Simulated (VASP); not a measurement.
# Ca5Mg11O16 (P1) in VASP: single point with PBEsol

Aim: the single point of Ca5Mg11O16 with PBEsol.

Program: VASP 6.6.1. These are calculated values, not measurements. Logs are shortened: lines on timing, memory, paths and dates and some standing lists are left out, and cuts for length are marked.

### Step 1. The cell of the first run

The typed cell holds 64 atoms: a = 8.832 Å, b = 8.832 Å, c = 8.832 Å, α = 90.00°, β = 90.00°, γ = 90.00°.

### Step 2. Single point, PBEsol

Contents of INCAR:

```
SYSTEM = Ca5Mg11O16
  PREC = Accurate
  ENCUT = 520
  EDIFF = 1E-6
  ISMEAR = -1
  SIGMA = 0.05
  LREAL = Auto
  LASPH = .TRUE.
  NELM = 60
  ALGO = Normal
  ISIF = 2
  LWAVE = .FALSE.
  LCHARG = .FALSE.
  GGA = PS
  NBANDS = 206
```

Contents of KPOINTS:

```
Automatic mesh
0
Gamma
  1 1 1
  0.5 0.5 0.5
```

Contents of POSCAR:

```
Ca5Mg11O16
1.0
    8.8317569543      0.0000000000      0.0000000000
    0.0000000000      8.8317569543      0.0000000000
    0.0000000000      0.0000000000      8.8317569543
O Mg Ca
32 22 10
Direct
    0.2373150000      0.0035100000      0.9851940000
    0.2507610000      0.0017830000      0.5134830000
    0.2378640000      0.4969880000      0.9851940000
    0.2601850000      0.4988440000      0.5131610000
    0.7620470000      0.0123280000      0.9951770000
    0.7502390000      0.0034020000      0.5044680000
    0.7600360000      0.4872290000      0.9956950000
    0.7406380000      0.4960450000      0.5036650000
    0.0032200000      0.2477060000      0.9873690000
    0.0020920000      0.2396530000      0.5112670000
    0.0124120000      0.7543200000      0.9975530000
    0.0039440000      0.7632100000      0.5023860000
    0.4973490000      0.2497640000      0.9932290000
    0.4993600000      0.2477350000      0.5052760000
    0.4871810000      0.7501700000      0.9888970000
    0.4976960000      0.7539830000      0.5118710000
    0.9856130000      0.0026220000      0.2519200000
    0.9957750000      0.0117340000      0.7486990000
    0.9855570000      0.4980500000      0.2388270000
    0.9947680000      0.4877800000      0.7577690000
    0.5133500000      0.0113910000      0.2647040000
    0.5029710000      0.0049840000      0.7390890000
    0.5127420000      0.4883780000      0.2629800000
    0.5027450000      0.4950490000      0.7398080000
    0.2630100000      0.2500910000      0.2514730000
    0.2547530000      0.2500940000      0.7485490000
    0.2519370000      0.7501040000      0.2553380000
    0.2612750000      0.7501430000      0.7477020000
    0.7390840000      0.2498950000      0.2551620000
    0.7452970000      0.2498100000      0.7470390000
    0.7476260000      0.7499940000      0.2646050000
    0.7378680000      0.7499150000      0.7395120000
    0.9993710000      0.0073660000      0.9904840000
    0.9968160000      0.0033150000      0.5076140000
    0.9989130000      0.4907970000      0.9930900000
    0.5028090000      0.0042070000      0.5061990000
    0.5022090000      0.4950020000      0.5060440000
    0.2475470000      0.2495600000      0.9869530000
    0.2561660000      0.2465950000      0.5102220000
    0.2474740000      0.7506800000      0.9869660000
    0.2562540000      0.7549690000      0.5099650000
    0.7517940000      0.2495190000      0.9932290000
    0.7434260000      0.2474600000      0.5050180000
    0.7423460000      0.7546050000      0.5042050000
    0.2509930000      0.0051030000      0.7471880000
    0.2550100000      0.4954550000      0.7484310000
    0.7499120000      0.0077790000      0.2606920000
    0.7490880000      0.0078570000      0.7443520000
    0.7472500000      0.4918380000      0.2563040000
    0.7460310000      0.4921460000      0.7460790000
    0.9988290000      0.2480970000      0.7497520000
    0.5041250000      0.2495780000      0.2601100000
    0.5006470000      0.2493510000      0.7451700000
    0.4986290000      0.7508580000      0.7440030000
    0.9983780000      0.4985140000      0.5037220000
    0.5001640000      0.0037360000      0.9964560000
    0.4997530000      0.4961700000      0.9961960000
    0.7527510000      0.7500290000      0.9986530000
    0.2492320000      0.0019410000      0.2526230000
    0.2519530000      0.4983220000      0.2498950000
    0.9962820000      0.2484250000      0.2479710000
    0.9982010000      0.7525020000      0.2504280000
    0.0010190000      0.7519710000      0.7493580000
    0.5013100000      0.7501480000      0.2576400000
```

Potentials or basis: VASP PAW PBE potentials, release 64 (O, Mg, Ca_sv).

The run is started by

```sh
cat potpaw_PBE.64/O/POTCAR potpaw_PBE.64/Mg/POTCAR potpaw_PBE.64/Ca_sv/POTCAR > POTCAR
mpirun -np 1 vasp_std > vasp.out
```

OUTCAR:

```text
SYSTEM = Ca5Mg11O16
   PREC = Accurate
   ENCUT = 520
   EDIFF = 1E-6
   ISMEAR = -1
   LREAL = Auto
   LASPH = .TRUE.
   NELM = 60
   ISIF = 2
   GGA = PS

 ion  position               nearest neighbor table
   1  0.237  0.004  0.985-  33 2.10  45 2.11  38 2.17  40 2.23  56 2.32  59 2.36
   2  0.251  0.002  0.513-  45 2.06  39 2.16  41 2.18  36 2.23  34 2.24  59 2.30
   3  0.238  0.497  0.985-  46 2.10  35 2.11  38 2.19  40 2.24  57 2.31  60 2.34
   4  0.260  0.499  0.513-  46 2.08  37 2.14  39 2.23  41 2.26  55 2.31  60 2.33
   5  0.762  0.012  0.995-  42 2.10  33 2.10  48 2.22  56 2.31  58 2.32  47 2.35
   6  0.750  0.003  0.504-  48 2.12  47 2.15  43 2.16  34 2.18  36 2.19  44 2.20
[... 74 lines left out ...]
  57  0.500  0.496  0.996-  13 2.18  15 2.25  24 2.26   7 2.30   3 2.31  23 2.36  46 3.08  50 3.10
                            53 3.11  42 3.11  38 3.12  60 3.13  58 3.17  54 3.17  40 3.17  49 3.17
  58  0.753  0.750  0.999-  32 2.29  11 2.29   5 2.32   7 2.32  15 2.35  31 2.35  62 3.11  63 3.11
                            33 3.15  35 3.16  56 3.16  57 3.17  54 3.18  50 3.19  48 3.20  49 3.22
  59  0.249  0.002  0.253-  25 2.19  27 2.22   2 2.30  17 2.33  21 2.34   1 2.36  61 3.12  62 3.13
                            39 3.14  52 3.14  64 3.15  41 3.15  56 3.17  36 3.17  34 3.17  33 3.20
  60  0.252  0.498  0.250-  25 2.19  27 2.22  23 2.31   4 2.33   3 2.34  19 2.35  52 3.13  64 3.13
                            57 3.13  61 3.16  37 3.16  55 3.17  62 3.17  35 3.18  38 3.20  39 3.20
  61  0.996  0.248  0.248-  17 2.17  19 2.21  29 2.27   9 2.30  10 2.33  25 2.36  47 3.04  49 3.08
                            35 3.11  33 3.12  42 3.12  59 3.12  34 3.15  60 3.16  55 3.16  43 3.18
  62  0.998  0.753  0.250-  17 2.21  31 2.22  12 2.23  11 2.24  27 2.24  19 2.25  58 3.11  59 3.13
                            47 3.15  55 3.17  60 3.17  34 3.17  44 3.18  49 3.20  40 3.20  33 3.22
  63  0.001  0.752  0.749-  12 2.18  11 2.19  18 2.29  28 2.30  32 2.33  20 2.34  40 3.02  34 3.08
                            41 3.09  33 3.10  58 3.11  55 3.12  45 3.14  44 3.15  35 3.16  48 3.17
  64  0.501  0.750  0.258-  31 2.18  27 2.20  16 2.25  21 2.31  23 2.31  15 2.38  44 3.05  41 3.11
                            60 3.13  36 3.14  37 3.14  59 3.15  49 3.15  47 3.16  40 3.28

  LATTYP: Found a simple cubic cell.
 ALAT       =     8.8317569543

  Lattice vectors:

 A1 = (   8.8317569543,   0.0000000000,   0.0000000000)
 A2 = (   0.0000000000,   8.8317569543,   0.0000000000)
 A3 = (   0.0000000000,   0.0000000000,   8.8317569543)

Analysis of symmetry for initial positions (statically):
=====================================================================
 Subroutine PRICEL returns:
 Original cell was already a primitive cell.

 Routine SETGRP: Setting up the symmetry group for a
 simple cubic supercell.

 Subroutine GETGRP returns: Found  1 space group operations
 (whereof  1 operations were pure point group operations)
 out of a pool of 48 trial point group operations.

The static configuration has the point symmetry C_1 .

Analysis of symmetry for dynamics (positions and initial velocities):
=====================================================================
 Subroutine PRICEL returns:
 Original cell was already a primitive cell.

 Routine SETGRP: Setting up the symmetry group for a
 simple cubic supercell.

 Subroutine GETGRP returns: Found  1 space group operations
 (whereof  1 operations were pure point group operations)
 out of a pool of 48 trial point group operations.

The dynamic configuration has the point symmetry C_1 .

 Subroutine INISYM returns: Found  1 space group operations
 (whereof  1 operations are pure point group operations),
 and found     1 'primitive' translations

----------------------------------------------------------------------------------------

                                     Primitive cell

  volume of cell :     688.8764

  direct lattice vectors                    reciprocal lattice vectors
     8.831756954  0.000000000  0.000000000     0.113227754  0.000000000  0.000000000
     0.000000000  8.831756954  0.000000000     0.000000000  0.113227754  0.000000000
     0.000000000  0.000000000  8.831756954     0.000000000  0.000000000  0.113227754

  length of vectors
     8.831756954  8.831756954  8.831756954     0.113227754  0.113227754  0.113227754

  position of ions in fractional coordinates (direct lattice)
     0.237315000  0.003510000  0.985194000
     0.250761000  0.001783000  0.513483000
     0.237864000  0.496988000  0.985194000
     0.260185000  0.498844000  0.513161000
[... 147 lines left out ...]
     0.500000000  0.500000000  0.500000000

 Subroutine IBZKPT returns following result:
 ===========================================

 Found      1 irreducible k-points:

 Following reciprocal coordinates:
            Coordinates               Weight
  0.500000  0.500000  0.500000      1.000000
   k-points           NKPTS =      1   k-points in BZ     NKDIM =      1   number of bands    NBANDS=    206
   number of dos      NEDOS =    301   number of ions     NIONS =     64
   total plane-waves  NPLWV = 343000
   dimension x,y,z NGX =    70 NGY =   70 NGZ =   70
   dimension x,y,z NGXF=   140 NGYF=  140 NGZF=  140
   ions per type =              32  22  10
   NGX,Y,Z   is equivalent  to a cutoff of  13.18, 13.18, 13.18 a.u.
   NGXF,Y,Z  is equivalent  to a cutoff of  26.35, 26.35, 26.35 a.u.
 SYSTEM =  Ca5Mg11O16
   PREC   = accura    normal or accurate (medium, high low for compatibility)
   ISTART =      0    job   : 0-new  1-cont  2-samecut
   ICHARG =      2    charge: 1-file 2-atom 10-const
   ISPIN  =      1    spin polarized calculation?
   LNONCOLLINEAR =      F non collinear calculations
   LSORBIT =      F    spin-orbit coupling
   LASPH  =      T    aspherical Exc in radial PAW
   ENCUT  =  520.0 eV  38.22 Ry    6.18 a.u.  16.42 16.42 16.42*2*pi/ulx,y,z
   NELM   =     60;   NELMIN=  2; NELMDL= -5     # of ELM steps
   EDIFF  = 0.1E-05   stopping-criterion for ELM
   LREAL  =      T    real-space projection
   EDIFFG = 0.1E-04   stopping-criterion for IOM
   NSW    =      0    number of steps for IOM
   IBRION =     -1    ionic relax: 0-MD 1-quasi-New 2-CG
   NFREE  =      0    steps in history (QN), initial steepest desc. (CG)
   ISIF   =      2    stress and relaxation
   ISYM   =      2    0-nonsym 1-usesym 2-fastsym
   POTIM  = 0.5000    time-step for ionic-motion
   TEBEG  =    0.0;   TEEND  =   0.0 temperature during run
   PSTRESS=    0.0 pullay stress
   NELECT =     336.0000    total number of electrons
   NUPDOWN=      -1.0000    fix difference up-down
   EMIN   =  10.00;   EMAX   =-10.00  energy-range for DOS
   EFERMI =   0.00;   METHOD = LEGACY
   ISMEAR =    -1;   SIGMA  =   0.05  broadening in eV -4-tet -1-fermi 0-gaus
   EFERMI_NEDOS =   21; number of points for ismear=-14 and -15
   IALGO  =     38    algorithm
   IMIX   =      4    mixing-type and parameters
     AMIX     =   0.40;   BMIX     =  1.00
     AMIX_MAG =   1.60;   BMIX_MAG =  1.00
  volume/ion in A,a.u.               =      10.76        72.64
  Fermi-wavevector in a.u.,A,eV,Ry     =   1.288667  2.435228 22.594698  1.660663
  Thomas-Fermi vector in A             =   2.420607
   LORBIT       =      0    0 simple, 1 ext, 2 COOP (PROOUT), +10 PAW based schemes
   GGA     = PS    functional components
   LHFCALC =     F    Hartree Fock is set to
   AEXX    =    0.0000 exact exchange contribution
   IVDW    =     0    specifies the selected vdW correction
   LEPSILON=     F    determine dielectric tensor
   LRPA    =     F    only Hartree local field effects (RPA)
 non-spin polarized calculation
  energy-cutoff  :      520.00
  volume of cell :      688.88
 maximum number of plane-waves:     18504
 NGX is ok and might be reduce to    64
   NGX = 33   NGY = 33   NGZ = 33

 number of electron     335.9999988 magnetization

 Free energy of the ion-electron system (eV)
  ---------------------------------------------------
  ext. energy  EPLUGINS =         0.00000000
  ---------------------------------------------------
  free energy    TOTEN  =      -404.11612735 eV

  energy without entropy =     -404.11612735  energy(sigma->0) =     -404.11612735

 E-fermi :   3.7112     XC(G=0): -11.0917

 val. band max:        2.3757973374   @ k =   0.5000   0.5000   0.5000
 cond. band min:       8.4205247922   @ k =   0.5000   0.5000   0.5000
 fundamental gap:      6.0447274548
 Fermi energy:         3.7112215495

 k-point     1 :       0.5000    0.5000    0.5000
  band No.  band energies     occupation
      1     -34.3899      2.00000
      2     -34.1523      2.00000
      3     -34.0161      2.00000
      4     -33.9935      2.00000
      5     -33.8845      2.00000
      6     -33.8459      2.00000
[... 172 lines left out ...]
    179       9.0699      0.00000
    180       9.1255      0.00000
 [bands above 180 left out]

------------------------ aborting loop because EDIFF is reached ----------------------------------------

  FORCE on cell =-STRESS in cart. coord.  units (eV):
  Direction    XX          YY          ZZ          XY          YZ          ZX
  --------------------------------------------------------------------------------------
  -------------------------------------------------------------------------------------
  Total       -2.7067594      3.9889204     -0.6599224      0.3135420     -0.1190570      1.4831409
  in kB       -6.2953358      9.2773646     -1.5348366      0.7292307     -0.2769008      3.4494644
  external PRESSURE =       0.4823974 kB  Pullay stress =       0.0000000 kB

 VOLUME and BASIS-vectors are now :
 -----------------------------------------------------------------------------
  energy-cutoff  :      520.00
  volume of cell :      688.88
      direct lattice vectors                 reciprocal lattice vectors
     8.831756954  0.000000000  0.000000000     0.113227754  0.000000000  0.000000000
     0.000000000  8.831756954  0.000000000     0.000000000  0.113227754  0.000000000
     0.000000000  0.000000000  8.831756954     0.000000000  0.000000000  0.113227754

 POSITION                                       TOTAL-FORCE (eV/Angst)
 -----------------------------------------------------------------------------------
      2.09591      0.03100      8.70099        -0.040088     -0.003250     -0.033926
      2.21466      0.01575      4.53496        -0.000633     -0.001131      0.037685
      2.10076      4.38928      8.70099        -0.041533      0.002286     -0.036018
      2.29789      4.40567      4.53211         0.037956      0.002624      0.038923
      6.73021      0.10888      8.78916         0.042010      0.042883      0.001065
      6.62593      0.03005      4.45534         0.002680     -0.000193      0.000739
[... 56 lines left out ...]
      0.00900      6.64123      6.61815        -0.000454     -0.005182      0.001973
      4.42745      6.62512      2.27541        -0.003771     -0.001596     -0.015731
 -----------------------------------------------------------------------------------
    total drift:                               -0.005366      0.012698      0.018988

  FREE ENERGIE OF THE ION-ELECTRON SYSTEM (eV)
  ---------------------------------------------------
  free  energy   TOTEN  =      -404.1161273517 eV

  energy  without entropy=     -404.1161273517  energy(sigma->0) =     -404.11612735
```

Run time: 9.2 min. Hardware: 1 thread of AMD EPYC 7R43 (Zen 3), shared host; peak memory 0.69 GiB.

What came out:

* Free energy: -404.1161 eV
* Pressure: 0.0 GPa
* Largest force: 0.073 eV/Å
* Band gap on the k mesh: 6.04 eV

Forces in eV/Å, atoms in the order of the input:
```
O   -0.040 -0.003 -0.034
O   -0.001 -0.001  0.038
O   -0.042  0.002 -0.036
O    0.038  0.003  0.039
O    0.042  0.043  0.001
O    0.003  0.000  0.001
O    0.044 -0.043  0.001
O   -0.043  0.003 -0.002
O    0.000 -0.002 -0.040
O    0.001 -0.042  0.040
O    0.051  0.006  0.014
O    0.003  0.044 -0.014
O   -0.005  0.000  0.000
O   -0.001 -0.001 -0.004
O   -0.048 -0.001 -0.040
O    0.001  0.004  0.046
O   -0.044 -0.011  0.001
O   -0.002  0.040 -0.002
O   -0.043  0.010 -0.044
O   -0.002 -0.038  0.049
O    0.043  0.043  0.036
O    0.002 -0.002 -0.040
O    0.044 -0.045  0.037
O    0.001  0.002 -0.043
O    0.043  0.000 -0.002
O    0.001  0.000  0.001
O   -0.009  0.000  0.005
O    0.045  0.000  0.002
O   -0.045  0.001  0.002
O   -0.002  0.001  0.000
O    0.010 -0.001  0.042
O   -0.044 -0.001 -0.047
Mg   0.001  0.008 -0.008
Mg  -0.004  0.002  0.007
Mg  -0.001 -0.009 -0.003
Mg   0.004  0.005  0.004
Mg   0.003 -0.005  0.004
Mg  -0.006  0.000 -0.009
Mg   0.007 -0.002  0.011
Mg   0.000  0.000 -0.009
Mg   0.006  0.002  0.006
Mg   0.004  0.002 -0.006
Mg  -0.008 -0.003  0.004
Mg  -0.006  0.003  0.003
Mg   0.000  0.004 -0.003
Mg   0.004 -0.004  0.001
Mg  -0.001  0.006  0.008
Mg   0.001  0.008 -0.007
Mg  -0.001 -0.006  0.002
Mg  -0.004 -0.008 -0.004
Mg  -0.001 -0.005  0.005
Mg   0.006  0.000  0.010
Mg   0.001  0.001 -0.008
Mg  -0.006 -0.001 -0.005
Ca   0.004  0.007 -0.013
Ca  -0.001 -0.014  0.013
Ca  -0.001  0.014  0.012
Ca  -0.006 -0.002  0.008
Ca   0.000 -0.006 -0.008
Ca  -0.006  0.006 -0.004
Ca   0.009  0.006 -0.001
Ca   0.004 -0.008 -0.003
Ca   0.000 -0.005  0.002
Ca  -0.004 -0.002 -0.016
```

Stress tensor (GPa, compression positive):
```
-0.63  0.07  0.34
 0.07  0.93 -0.03
 0.34 -0.03 -0.15
```

Levels at points of the mesh, in eV from the valence-band top:
```csv
k point,band 164,band 165,band 166,band 167,band 168,band 169,band 170,band 171,band 172,band 173
"(0.50, 0.50, 0.50)",-0.05,-0.04,-0.02,-0.01,0.00,6.04,6.14,6.19,6.31,6.36
```

Caveat: the k points lie up to 0.71 Å⁻¹ apart; the PAW data sets were made with another functional, which shifts forces and pressure a little.
